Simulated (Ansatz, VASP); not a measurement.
**Two plane-wave programs on Na**

INCAR

```
SYSTEM = Na
PREC     = Accurate       ! precision mode
ENCUT    = 520            ! plane-wave cutoff, eV
EDIFF    = 1E-6           ! SCF threshold, eV
ISMEAR   = 0              ! smearing method
SIGMA    = 0.1            ! smearing width, eV
LREAL    = .FALSE.        ! projectors in reciprocal space
LASPH    = .TRUE.         ! aspherical terms in the spheres
NELM     = 60             ! most SCF steps
ALGO     = Normal         ! electronic algorithm
ISIF     = 2              ! what is computed and relaxed
LWAVE    = .FALSE.        ! write WAVECAR
LCHARG   = .FALSE.        ! write CHGCAR
GGA      = PE             ! functional
NBANDS   = 10             ! bands
```

Contents of KPOINTS:

```
regular mesh
0
G
  14 14 14
  0 0 0
```

POSCAR

```
Na
1.0
   -2.1394796500      2.1394796500      2.1394796500
    2.1394796500     -2.1394796500      2.1394796500
    2.1394796500      2.1394796500     -2.1394796500
Na
1
Direct
    0.0000000000      0.0000000000      0.0000000000
```

Input for Ansatz:

```yaml
crystal:
  lattice:
    - [-2.13947965, 2.13947965, 2.13947965]
    - [2.13947965, -2.13947965, 2.13947965]
    - [2.13947965, 2.13947965, -2.13947965]
  atoms:
    - { symbol: Na, position: [0.0, 0.0, 0.0] }
basis:
  ecutwfc: 420
kpoints:
  mp_grid: { grid: [14, 14, 14] }
hamiltonian:
  xc: pbe
scf:
  occupations: { method: gaussian, width: 0.1 }
output:
  forces: true
  stress: true
  eigenvalues: true
```

Alike in both runs: task single point; functional PBE; k mesh 14 × 14 × 14; occupations gaussian, width 0.1 eV; no spin polarisation.

```csv
,VASP,Ansatz
version,VASP 6.6.1,Ansatz 0.2.0
potentials or method,"VASP PAW PBE potentials, release 64 (Na_pv), cutoff 520 eV","scalar-relativistic, plane waves, PAW"
valence electrons in the cell,7,9
```

|  | VASP | Ansatz | Ansatz less VASP |
| --- | --- | --- | --- |
| gap on the k mesh at the Fermi level (eV) | none | none | - |
| pressure (GPa) | -0.4 | -0.4 | +0.02 |

A gap of «none» marks a metal or a gap that the smearing closes. VASP's potentials hold 7 valence electrons a cell and Ansatz's 9, so a difference there can come from the potentials and not from the codes.
